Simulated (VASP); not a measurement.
# TiO2 (P4_2nm) in VASP: further runs

The runs below take TiO2 through single point, with PBE.

Everything below comes from runs of VASP 6.6.1. Logs are shortened: lines on timing, memory, paths and dates and some standing lists are left out, and cuts for length are marked.

### Step 1. The cell of the first run

It takes space group P4_2nm (No. 102, tetragonal). The conventional cell has a = 4.605 Å, b = 4.605 Å, c = 2.939 Å, α = 90.00°, β = 90.00°, γ = 90.00°. Within 2.5 Å of Ti (site symmetry 2mm) lie 6 O at 1.92 to 1.99 Å. O (site symmetry m) has 3 Ti at 1.92 to 1.99 Å and 1 O at 2.54 Å within 2.6 Å.

### Step 2. Single point, PBE (atoms displaced along a vibrational mode, the cell strained)

Contents of INCAR:

```
ALGO = Normal
EDIFF = 1E-6
ENCUT = 520
GGA = PE
ISIF = 2
ISMEAR = 0
LASPH = T
LCHARG = F
LREAL = F
LWAVE = F
NBANDS = 33
NELM = 60
PREC = Accurate
SIGMA = 0.05
```

Contents of KPOINTS:

```
k-points
0
Gamma
  6 6 10
```

Contents of POSCAR:

```
TiO2
1.0
    4.6048595979      0.0000000000      0.0000000000
    0.0000000000      4.6048595979      0.0000000000
    0.0000000000      0.0000000000      2.9392636202
Ti O
2 4
Direct
    0.0000000000      0.0000000000      0.0039244396
    0.5000000000      0.5000000000      0.5039244396
    0.3050970583      0.3050970583     -0.0058707153
    0.1949029417      0.8050970583      0.4941292847
    0.6949029417      0.6949029417     -0.0058707153
    0.8050970583      0.1949029417      0.4941292847
```

Potentials or basis: VASP PAW PBE potentials, release 64 (Ti_sv, O).

Launch:

```sh
$ cat potpaw_PBE.64/Ti_sv/POTCAR potpaw_PBE.64/O/POTCAR > POTCAR
$ mpirun -np 1 vasp_std > vasp.out
```

OUTCAR:

```text
EDIFF = 1E-6
   ENCUT = 520
   GGA = PE
   ISIF = 2
   ISMEAR = 0
   LASPH = T
   LREAL = F
   NELM = 60
   PREC = Accurate

 ion  position               nearest neighbor table
   1  0.000  0.000  0.004-   4 1.92   6 1.92   4 1.96   6 1.96   5 1.99   3 1.99
   2  0.500  0.500  0.504-   3 1.92   5 1.92   3 1.96   5 1.96   4 1.99   6 1.99
   3  0.305  0.305  0.994-   2 1.92   2 1.96   1 1.99
   4  0.195  0.805  0.494-   1 1.92   1 1.96   2 1.99
   5  0.695  0.695  0.994-   2 1.92   2 1.96   1 1.99
   6  0.805  0.195  0.494-   1 1.92   1 1.96   2 1.99

  LATTYP: Found a simple tetragonal cell.
 ALAT       =     4.6048595979
 C/A-ratio  =     0.6382960344

  Lattice vectors:

 A1 = (   4.6048595979,   0.0000000000,   0.0000000000)
 A2 = (   0.0000000000,   4.6048595979,   0.0000000000)
 A3 = (   0.0000000000,   0.0000000000,   2.9392636202)

Analysis of symmetry for initial positions (statically):
=====================================================================
 Subroutine PRICEL returns:
 Original cell was already a primitive cell.

 Routine SETGRP: Setting up the symmetry group for a
 simple tetragonal supercell.

 Subroutine GETGRP returns: Found  8 space group operations
 (whereof  4 operations were pure point group operations)
 out of a pool of 16 trial point group operations.

The static configuration has the point symmetry C_2v.
 The point group associated with its full space group is C_4v.

Analysis of symmetry for dynamics (positions and initial velocities):
=====================================================================
 Subroutine PRICEL returns:
 Original cell was already a primitive cell.

 Routine SETGRP: Setting up the symmetry group for a
 simple tetragonal supercell.

 Subroutine GETGRP returns: Found  8 space group operations
 (whereof  4 operations were pure point group operations)
 out of a pool of 16 trial point group operations.

The dynamic configuration has the point symmetry C_2v.
 The point group associated with its full space group is C_4v.

 Subroutine INISYM returns: Found  8 space group operations
 (whereof  4 operations are pure point group operations),
 and found     1 'primitive' translations

----------------------------------------------------------------------------------------

                                     Primitive cell
[... 99 lines left out ...]
   EDIFF  = 0.1E-05   stopping-criterion for ELM
   LREAL  =      F    real-space projection
   EDIFFG = 0.1E-04   stopping-criterion for IOM
   NSW    =      0    number of steps for IOM
   IBRION =     -1    ionic relax: 0-MD 1-quasi-New 2-CG
   NFREE  =      0    steps in history (QN), initial steepest desc. (CG)
   ISIF   =      2    stress and relaxation
   ISYM   =      2    0-nonsym 1-usesym 2-fastsym
   POTIM  = 0.5000    time-step for ionic-motion
   TEBEG  =    0.0;   TEEND  =   0.0 temperature during run
   PSTRESS=    0.0 pullay stress
   NELECT =      48.0000    total number of electrons
   NUPDOWN=      -1.0000    fix difference up-down
   EMIN   =  10.00;   EMAX   =-10.00  energy-range for DOS
   EFERMI =   0.00;   METHOD = LEGACY
   ISMEAR =     0;   SIGMA  =   0.05  broadening in eV -4-tet -1-fermi 0-gaus
   EFERMI_NEDOS =   21; number of points for ismear=-14 and -15
   IALGO  =     38    algorithm
   IMIX   =      4    mixing-type and parameters
     AMIX     =   0.40;   BMIX     =  1.00
     AMIX_MAG =   1.60;   BMIX_MAG =  1.00
  volume/ion in A,a.u.               =      10.39        70.10
  Fermi-wavevector in a.u.,A,eV,Ry     =   1.500600  2.835722 30.637584  2.251799
  Thomas-Fermi vector in A             =   2.612079
   LORBIT       =      0    0 simple, 1 ext, 2 COOP (PROOUT), +10 PAW based schemes
   GGA     = PE    functional components
   LHFCALC =     F    Hartree Fock is set to
   AEXX    =    0.0000 exact exchange contribution
   IVDW    =     0    specifies the selected vdW correction
   LEPSILON=     F    determine dielectric tensor
   LRPA    =     F    only Hartree local field effects (RPA)
 non-spin polarized calculation
 Gauss-broadening in eV      SIGMA  =   0.05
  energy-cutoff  :      520.00
  volume of cell :       62.33
 maximum number of plane-waves:      1696
 NGX is ok and might be reduce to    36
   NGX = 17   NGY = 17   NGZ = 11

 number of electron      48.0000031 magnetization

 Free energy of the ion-electron system (eV)
  ---------------------------------------------------
  ext. energy  EPLUGINS =         0.00000000
  ---------------------------------------------------
  free energy    TOTEN  =       -53.63738152 eV

  energy without entropy =      -53.63738152  energy(sigma->0) =      -53.63738152

 E-fermi :   5.1577     XC(G=0): -11.4166

 val. band max:        4.8271129982   @ k =   0.0000   0.0000   0.0000
 cond. band min:       6.7494041044   @ k =   0.0000   0.0000   0.0000
 fundamental gap:      1.9222911062
 Fermi energy:         5.1577418516

 k-point     1 :       0.0000    0.0000    0.0000
  band No.  band energies     occupation
      1     -52.0338      2.00000
      2     -52.0167      2.00000
      3     -28.3460      2.00000
      4     -28.3460      2.00000
      5     -28.1782      2.00000
      6     -28.1782      2.00000
[... 853 lines left out ...]
     32      10.2072      0.00000
     33      11.4052      0.00000

 [... further k-points ...]

------------------------ aborting loop because EDIFF is reached ----------------------------------------

  FORCE on cell =-STRESS in cart. coord.  units (eV):
  Direction    XX          YY          ZZ          XY          YZ          ZX
  --------------------------------------------------------------------------------------
  -------------------------------------------------------------------------------------
  Total        2.3630012      2.3630012      3.1755518      0.0000000      0.0000000      0.0000000
  in kB       60.7439741     60.7439741     81.6316287      0.0000000      0.0000000      0.0000000
  external PRESSURE =      67.7065257 kB  Pullay stress =       0.0000000 kB

 VOLUME and BASIS-vectors are now :
 -----------------------------------------------------------------------------
  energy-cutoff  :      520.00
  volume of cell :       62.33
      direct lattice vectors                 reciprocal lattice vectors
     4.604859598  0.000000000  0.000000000     0.217161887  0.000000000  0.000000000
     0.000000000  4.604859598  0.000000000     0.000000000  0.217161887  0.000000000
     0.000000000  0.000000000  2.939263620     0.000000000  0.000000000  0.340221269

 POSITION                                       TOTAL-FORCE (eV/Angst)
 -----------------------------------------------------------------------------------
      0.00000      0.00000      0.01153        -0.000000     -0.000000     -0.030801
      2.30243      2.30243      1.48117        -0.000000     -0.000000     -0.030801
      1.40493      1.40493      2.92201        -0.119856     -0.119856      0.015401
      0.89750      3.70736      1.45238         0.119856     -0.119856      0.015401
      3.19993      3.19993      2.92201         0.119856      0.119856      0.015401
      3.70736      0.89750      1.45238        -0.119856      0.119856      0.015401
 -----------------------------------------------------------------------------------
    total drift:                               -0.000000      0.000000     -0.000125

  FREE ENERGIE OF THE ION-ELECTRON SYSTEM (eV)
  ---------------------------------------------------
  free  energy   TOTEN  =       -53.6373815185 eV

  energy  without entropy=      -53.6373815185  energy(sigma->0) =      -53.63738152
```

Run time: 2 min. Hardware: 1 thread of Intel Xeon Platinum 8375C at 2.90GHz (Ice Lake), shared host; peak memory 0.23 GiB.

Results:

```
Free energy            : -53.6374 eV
Pressure               : 6.8 GPa
Largest force          : 0.170 eV/Å
Band gap on the k mesh : 1.92 eV
```

Forces on the atoms (eV/Å):
```
Ti   0.000  0.000 -0.031
Ti   0.000  0.000 -0.031
O   -0.120 -0.120  0.015
O    0.120 -0.120  0.015
O    0.120  0.120  0.015
O   -0.120  0.120  0.015
```

Levels at points of the mesh, in eV from the valence-band top:
```csv
k point,band 21,band 22,band 23,band 24,band 25,band 26,band 27,band 28
"(0.00, 0.00, 0.00)",-0.67,-0.44,-0.44,0.00,1.92,2.21,2.48,2.57
"(0.50, 0.00, 0.00)",-1.57,-1.57,-0.73,-0.73,2.56,2.56,3.09,3.09
"(0.50, 0.50, 0.00)",-1.26,-1.26,-1.05,-1.05,1.96,1.96,2.59,2.59
"(0.00, 0.00, 0.50)",-2.31,-2.31,-1.41,-1.41,2.99,2.99,3.27,3.27
"(0.50, 0.00, 0.50)",-2.03,-2.03,-1.02,-1.02,1.95,1.95,3.30,3.30
"(0.50, 0.50, 0.50)",-1.32,-1.19,-0.66,-0.66,2.52,2.73,3.26,3.26
```

Caveat: the cell differs from its parent crystal (atoms displaced along a vibrational mode, the cell strained); the cell stands under pressure. A k mesh can miss the band edges.

### Step 3. Single point, PBE (atoms displaced along a vibrational mode, the cell strained)

Contents of INCAR:

```
PREC = Accurate
ENCUT = 520
EDIFF = 1E-6
ISMEAR = 0
SIGMA = 0.05
LREAL = F
LASPH = T
NELM = 100
ALGO = Normal
ISIF = 2
LWAVE = F
LCHARG = F
GGA = PE
NBANDS = 33
```

Contents of KPOINTS:

```
Automatic mesh
0
Gamma
  6 6 10
```

Contents of POSCAR:

```
TiO2
1.0
    4.6048595979      0.0000000000      0.0000000000
    0.0000000000      4.6048595979      0.0000000000
    0.0000000000      0.0000000000      2.9392636202
Ti O
2 4
Direct
    0.0000000000      0.0000000000      0.0078488792
    0.5000000000      0.5000000000      0.5078488792
    0.3050970583      0.3050970583     -0.0117414307
    0.1949029417      0.8050970583      0.4882585693
    0.6949029417      0.6949029417     -0.0117414307
    0.8050970583      0.1949029417      0.4882585693
```

Potentials or basis: VASP PAW PBE potentials, release 64 (Ti_sv, O).

Launch:

```sh
$ cat potpaw_PBE.64/Ti_sv/POTCAR potpaw_PBE.64/O/POTCAR > POTCAR
$ mpirun -np 1 vasp_std > vasp.out
```

It took 1.8 min on 1 thread of Intel Xeon Platinum 8375C at 2.90GHz (Ice Lake), shared host; peak memory 0.23 GiB.

It converged, with:

```yaml
Free_energy: -53.6344 eV
Pressure: 7.1 GPa
Largest_force: 0.204 eV/Å
Band_gap_on_the_k_mesh: 1.98 eV (least direct gap 2.00 eV)
```

Forces in eV/Å, atoms in the order of the input:
```
Ti   0.000  0.000 -0.079
Ti   0.000  0.000 -0.079
O   -0.141 -0.141  0.039
O    0.141 -0.141  0.039
O    0.141  0.141  0.039
O   -0.141  0.141  0.039
```

Stress tensor (GPa, compression positive):
```
6.39 0.00 0.00
0.00 6.39 0.00
0.00 0.00 8.65
```

Levels at points of the mesh, in eV from the valence-band top:
| k point | band 20 | band 21 | band 22 | band 23 | band 24 | band 25 | band 26 | band 27 | band 28 | band 29 |
| --- | --- | --- | --- | --- | --- | --- | --- | --- | --- | --- |
| (0.00, 0.00, 0.00) | -1.91 | -0.71 | -0.46 | -0.46 | 0.00 | 2.00 | 2.27 | 2.51 | 2.63 | 2.63 |
| (0.50, 0.00, 0.00) | -2.95 | -1.56 | -1.56 | -0.73 | -0.73 | 2.53 | 2.53 | 3.19 | 3.19 | 3.66 |
| (0.50, 0.50, 0.00) | -2.18 | -1.28 | -1.28 | -1.06 | -1.06 | 2.02 | 2.02 | 2.64 | 2.64 | 3.93 |
| (0.00, 0.00, 0.50) | -2.77 | -2.31 | -2.31 | -1.40 | -1.40 | 3.02 | 3.02 | 3.31 | 3.31 | 3.74 |
| (0.50, 0.00, 0.50) | -2.35 | -2.01 | -2.01 | -1.02 | -1.02 | 1.98 | 1.98 | 3.33 | 3.33 | 3.98 |
| (0.50, 0.50, 0.50) | -2.75 | -1.37 | -1.12 | -0.65 | -0.65 | 2.45 | 2.86 | 3.29 | 3.29 | 3.33 |

Caveat: the cell differs from its parent crystal (atoms displaced along a vibrational mode, the cell strained); the cell stands under pressure.
